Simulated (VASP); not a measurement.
# Ga3As3H2 in VASP: single point with PBE

Aim: the single point of Ga3As3H2 with PBE.

All numbers are computed with VASP 6.6.1; they aren't measurements. Logs are shortened: lines on timing, memory, paths and dates and some standing lists are left out, and cuts for length are marked.

## (1) The cell of the first run

The cell holds a wire or tube with vacuum around it, 16 atoms: a = 21.700 Å, b = 9.900 Å, c = 7.004 Å, α = 90.00°, β = 90.00°, γ = 90.00°.

## (2) Single point, PBE

The input, INCAR:

```
PREC = Accurate ; ENCUT = 520
EDIFF = 1E-6 ; ISMEAR = 0
SIGMA = 0.05 ; LREAL = Auto
LASPH = T ; NELM = 80
ALGO = Normal ; ISIF = 2
LWAVE = F ; LCHARG = F
GGA = PE ; NBANDS = 70
```

The input, KPOINTS:

```
regular mesh
0
Gamma
  1 1 5
```

The input, POSCAR:

```
Ga3As3H2
1.0
   21.7000000000      0.0000000000      0.0000000000
    0.0000000000      9.9000000000      0.0000000000
    0.0000000000      0.0000000000      7.0040633022
Ga As H
6 6 4
Direct
    0.7329376632      0.4707564456      0.3333333333
    0.5465875326      0.4707564456      0.3333333333
    0.6397625979      0.4707564456      0.8333333333
    0.3602374021      0.4707564456      0.3333333333
    0.4534124674      0.4707564456      0.8333333333
    0.2670623368      0.4707564456      0.8333333333
    0.6397625979      0.5292435544      0.1666666667
    0.7329376632      0.5292435544      0.6666666667
    0.4534124674      0.5292435544      0.1666666667
    0.5465875326      0.5292435544      0.6666666667
    0.2670623368      0.5292435544      0.1666666667
    0.3602374021      0.5292435544      0.6666666667
    0.7937524056      0.5089305907      0.2245511138
    0.2062475944      0.5089305907      0.7245511138
    0.7918156304      0.4922851464      0.7719844843
    0.2081843696      0.4922851464      0.2719844843
```

Potentials or basis: VASP PAW PBE potentials, release 64 (Ga_d, As, H).

Launch:

```console
> cat potpaw_PBE.64/Ga_d/POTCAR potpaw_PBE.64/As/POTCAR potpaw_PBE.64/H/POTCAR > POTCAR
> mpirun -np 1 vasp_std > vasp.out
```

OUTCAR:

```text
PREC = Accurate
   ENCUT = 520
   EDIFF = 1E-6
   ISMEAR = 0
   LREAL = Auto
   LASPH = T
   NELM = 80
   ISIF = 2
   GGA = PE

 ion  position               nearest neighbor table
   1  0.733  0.471  0.333-  13 1.57   7 2.41   8 2.41
   2  0.547  0.471  0.333-   9 2.41   7 2.41  10 2.41
   3  0.640  0.471  0.833-   8 2.41  10 2.41   7 2.41
   4  0.360  0.471  0.333-  11 2.41   9 2.41  12 2.41
   5  0.453  0.471  0.833-  10 2.41  12 2.41   9 2.41
   6  0.267  0.471  0.833-  14 1.57  12 2.41  11 2.41
   7  0.640  0.529  0.167-   1 2.41   2 2.41   3 2.41
   8  0.733  0.529  0.667-  15 1.52   3 2.41   1 2.41
   9  0.453  0.529  0.167-   2 2.41   4 2.41   5 2.41
  10  0.547  0.529  0.667-   5 2.41   3 2.41   2 2.41
  11  0.267  0.529  0.167-  16 1.52   4 2.41   6 2.41
  12  0.360  0.529  0.667-   6 2.41   5 2.41   4 2.41
  13  0.794  0.509  0.225-   1 1.57
  14  0.206  0.509  0.725-   6 1.57
  15  0.792  0.492  0.772-   8 1.52
  16  0.208  0.492  0.272-  11 1.52

  LATTYP: Found a simple orthorhombic cell.
 ALAT       =     7.0040633022
 B/A-ratio  =     1.4134652377
 C/A-ratio  =     3.0982015815

  Lattice vectors:

 A1 = (   0.0000000000,   0.0000000000,  -7.0040633022)
 A2 = (   0.0000000000,   9.9000000000,   0.0000000000)
 A3 = (  21.7000000000,   0.0000000000,   0.0000000000)

Analysis of symmetry for initial positions (statically):
=====================================================================
 Subroutine PRICEL returns:
 Original cell was already a primitive cell.

 Routine SETGRP: Setting up the symmetry group for a
 simple orthorhombic supercell.

 Subroutine GETGRP returns: Found  2 space group operations
 (whereof  1 operations were pure point group operations)
 out of a pool of  8 trial point group operations.

The static configuration has the point symmetry C_1 .
 The point group associated with its full space group is C_1h.

Analysis of symmetry for dynamics (positions and initial velocities):
=====================================================================
 Subroutine PRICEL returns:
 Original cell was already a primitive cell.

 Routine SETGRP: Setting up the symmetry group for a
 simple orthorhombic supercell.

 Subroutine GETGRP returns: Found  2 space group operations
 (whereof  1 operations were pure point group operations)
 out of a pool of  8 trial point group operations.

The dynamic configuration has the point symmetry C_1 .
 The point group associated with its full space group is C_1h.

[... 104 lines left out ...]
   EDIFF  = 0.1E-05   stopping-criterion for ELM
   LREAL  =      T    real-space projection
   EDIFFG = 0.1E-04   stopping-criterion for IOM
   NSW    =      0    number of steps for IOM
[... 5 lines left out ...]
   TEBEG  =    0.0;   TEEND  =   0.0 temperature during run
   PSTRESS=    0.0 pullay stress
   NELECT =     112.0000    total number of electrons
   NUPDOWN=      -1.0000    fix difference up-down
   EMIN   =  10.00;   EMAX   =-10.00  energy-range for DOS
   EFERMI =   0.00;   METHOD = LEGACY
   ISMEAR =     0;   SIGMA  =   0.05  broadening in eV -4-tet -1-fermi 0-gaus
   EFERMI_NEDOS =   21; number of points for ismear=-14 and -15
   IALGO  =     38    algorithm
   IMIX   =      4    mixing-type and parameters
     AMIX     =   0.40;   BMIX     =  1.00
     AMIX_MAG =   1.60;   BMIX_MAG =  1.00
  volume/ion in A,a.u.               =      94.04       634.63
  Fermi-wavevector in a.u.,A,eV,Ry     =   0.688651  1.301362  6.452429  0.474240
  Thomas-Fermi vector in A             =   1.769512
   LORBIT       =      0    0 simple, 1 ext, 2 COOP (PROOUT), +10 PAW based schemes
   GGA     = PE    functional components
   LHFCALC =     F    Hartree Fock is set to
   AEXX    =    0.0000 exact exchange contribution
   IVDW    =     0    specifies the selected vdW correction
   LEPSILON=     F    determine dielectric tensor
   LRPA    =     F    only Hartree local field effects (RPA)
 non-spin polarized calculation
 Gauss-broadening in eV      SIGMA  =   0.05
  energy-cutoff  :      520.00
  volume of cell :     1504.68
 maximum number of plane-waves:     40568
 NGX is ok and might be reduce to   162
   NGX = 81   NGY = 37   NGZ = 27

 number of electron     111.9999981 magnetization

 Free energy of the ion-electron system (eV)
  ---------------------------------------------------
  ext. energy  EPLUGINS =         0.00000000
  ---------------------------------------------------
  free energy    TOTEN  =       -56.53180954 eV

  energy without entropy =      -56.53180954  energy(sigma->0) =      -56.53180954

 E-fermi :  -3.3960     XC(G=0):  -2.8812

 val. band max:       -3.6183970536   @ k =   0.0000   0.0000   0.0000
 cond. band min:      -1.7619667038   @ k =   0.0000   0.0000   0.0000
 fundamental gap:      1.8564303498
 Fermi energy:        -3.3960356281

 k-point     1 :       0.0000    0.0000    0.0000
  band No.  band energies     occupation
      1     -18.0622      2.00000
      2     -18.0510      2.00000
      3     -18.0345      2.00000
      4     -18.0316      2.00000
      5     -18.0145      2.00000
      6     -18.0141      2.00000
[... 202 lines left out ...]
     67       0.0944      0.00000
     68       0.4190      0.00000
 [bands above 68 left out]

------------------------ aborting loop because EDIFF is reached ----------------------------------------

  FORCE on cell =-STRESS in cart. coord.  units (eV):
  Direction    XX          YY          ZZ          XY          YZ          ZX
  --------------------------------------------------------------------------------------
  -------------------------------------------------------------------------------------
  Total       -1.3092550      0.0995121     -0.9440864      0.0000000     -0.1868606      0.0000000
  in kB       -1.3940868      0.1059599     -1.0052575      0.0000000     -0.1989680      0.0000000
  external PRESSURE =      -0.7644615 kB  Pullay stress =       0.0000000 kB

 VOLUME and BASIS-vectors are now :
 -----------------------------------------------------------------------------
  energy-cutoff  :      520.00
  volume of cell :     1504.68
      direct lattice vectors                 reciprocal lattice vectors
    21.700000000  0.000000000  0.000000000     0.046082949  0.000000000  0.000000000
     0.000000000  9.900000000  0.000000000     0.000000000  0.101010101  0.000000000
     0.000000000  0.000000000  7.004063302     0.000000000  0.000000000  0.142774266

 POSITION                                       TOTAL-FORCE (eV/Angst)
 -----------------------------------------------------------------------------------
     15.90475      4.66049      2.33469         0.074738      0.377988      0.131137
     11.86095      4.66049      2.33469         0.042881     -0.009630     -0.022199
     13.88285      4.66049      5.83672         0.158698     -0.093127      0.064533
      7.81715      4.66049      2.33469        -0.158698     -0.093127      0.064533
      9.83905      4.66049      5.83672        -0.042881     -0.009630     -0.022199
      5.79525      4.66049      5.83672        -0.074738      0.377988      0.131137
[... 8 lines left out ...]
     17.18240      4.87362      5.40703        -0.000895     -0.391577      0.013987
      4.51760      4.87362      1.90500         0.000895     -0.391577      0.013987
 -----------------------------------------------------------------------------------
    total drift:                                0.000000     -0.003334      0.000412

  FREE ENERGIE OF THE ION-ELECTRON SYSTEM (eV)
  ---------------------------------------------------
  free  energy   TOTEN  =       -56.5318095443 eV

  energy  without entropy=      -56.5318095443  energy(sigma->0) =      -56.53180954
```

Run time: 14 min. Hardware: 1 thread of Intel Xeon Platinum 8259CL at 2.50GHz (Skylake/Cascade Lake), shared host; peak memory 1.3 GiB.

What came out:

* Free energy: -56.5318 eV
* Largest force: 0.693 eV/Å
* Band gap on the k mesh: 1.86 eV

Forces on the atoms (eV/Å):
```
Ga   0.075  0.378  0.131
Ga   0.043 -0.010 -0.022
Ga   0.159 -0.093  0.065
Ga  -0.159 -0.093  0.065
Ga  -0.043 -0.010 -0.022
Ga  -0.075  0.378  0.131
As  -0.024 -0.056  0.228
As  -0.405  0.430 -0.362
As  -0.087  0.047 -0.001
As   0.087  0.047 -0.001
As   0.405  0.430 -0.362
As   0.024 -0.056  0.228
H    0.061 -0.304 -0.052
H   -0.061 -0.304 -0.052
H   -0.001 -0.392  0.014
H    0.001 -0.392  0.014
```
